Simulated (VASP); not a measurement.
Wanted: the native input for a VASP 6.6.1 run.

* Task: single point
* Functional: r2SCAN
* Potentials or basis: VASP PAW PBE potentials, release 64 (Sr_sv, Au, N)
* Cutoff: 520 eV
* k mesh: 6 × 6 × 4
* Occupations: gaussian, width 0.1 eV
* Spin: no spin polarisation
* Dipole correction: no
* Further INCAR settings: ALGO = Normal; EDIFF = 1e-07; NBANDS = 43

Crystal: Sr4AuN3.

```xyz
8
Lattice="4.9124 0.0000 0.0000 0.0000 4.9124 0.0000 0.0000 0.0000 8.3165" Properties=species:S:1:pos:R:3 pbc="T T T"
Sr    2.4562    0.0000    1.6385
Sr    0.0000    2.4562    6.6780
Sr    0.0000    2.4562    1.6385
Sr    2.4562    0.0000    6.6780
Au    2.4562    2.4562    4.1582
N     2.4562    2.4562    6.2159
N     2.4562    2.4562    2.1005
N     0.0000    0.0000    0.0000
```

The input as run:

POSCAR

```
Sr4AuN3
1.0
    4.9123854866      0.0000000000      0.0000000000
    0.0000000000      4.9123854866      0.0000000000
    0.0000000000      0.0000000000      8.3164940809
Sr Au N
4 1 3
Direct
    0.5000000000      0.0000000000      0.1970181185
    0.0000000000      0.5000000000      0.8029818815
    0.0000000000      0.5000000000      0.1970181185
    0.5000000000      0.0000000000      0.8029818815
    0.5000000000      0.5000000000      0.5000000000
    0.5000000000      0.5000000000      0.7474238016
    0.5000000000      0.5000000000      0.2525761984
    0.0000000000      0.0000000000      0.0000000000
```

INCAR.step1

```
SYSTEM = Sr4AuN3
PREC = Accurate ; ENCUT = 520
ISMEAR = 0 ; SIGMA = 0.1
LREAL = .False. ; LASPH = .True.
NELM = 60 ; NBANDS = 43
GGA = PE ; ALGO = Normal
EDIFF = 1E-4 ; LWAVE = .True.
LCHARG = .False.
```

INCAR.step2

```
SYSTEM = Sr4AuN3
PREC = Accurate ; ENCUT = 520
EDIFF = 1E-7 ; ISMEAR = 0
SIGMA = 0.1 ; LREAL = .False.
LASPH = .True. ; NELM = 60
ALGO = Normal ; ISIF = 2
LWAVE = .False. ; LCHARG = .True.
METAGGA = R2SCAN ; LMIXTAU = .True.
LELF = .True. ; LVHAR = .True.
NBANDS = 43 ; ISTART = 1
```

KPOINTS

```
Automatic mesh
0
Gamma
  6 6 4
  0 0 0
```

Potentials or basis: VASP PAW PBE potentials, release 64 (Sr_sv, Au, N).

Run with:

```console
$ cat potpaw_PBE.64/Sr_sv/POTCAR potpaw_PBE.64/Au/POTCAR potpaw_PBE.64/N/POTCAR > POTCAR
$ cp INCAR.step1 INCAR
$ mpirun -np 1 vasp_std > vasp.out
$ cp INCAR.step2 INCAR
$ mpirun -np 1 vasp_std > vasp.out
```

It gave:

```yaml
Pressure: -0.7 GPa
Largest_force: 0.120 eV/Å
Band_gap_on_the_k_mesh: zero (bands 33 and 34 overlap by 0.24 eV)
```

Caveat: the PAW data sets were made with another functional, which shifts forces and pressure a little; spin-orbit coupling is left out, which moves the levels of the heavy elements.

Run time: 7.9 min on 1 thread of Intel(R) Xeon(R) 6975P-C (Granite Rapids), with other jobs on the host, peak memory 0.49 GiB.
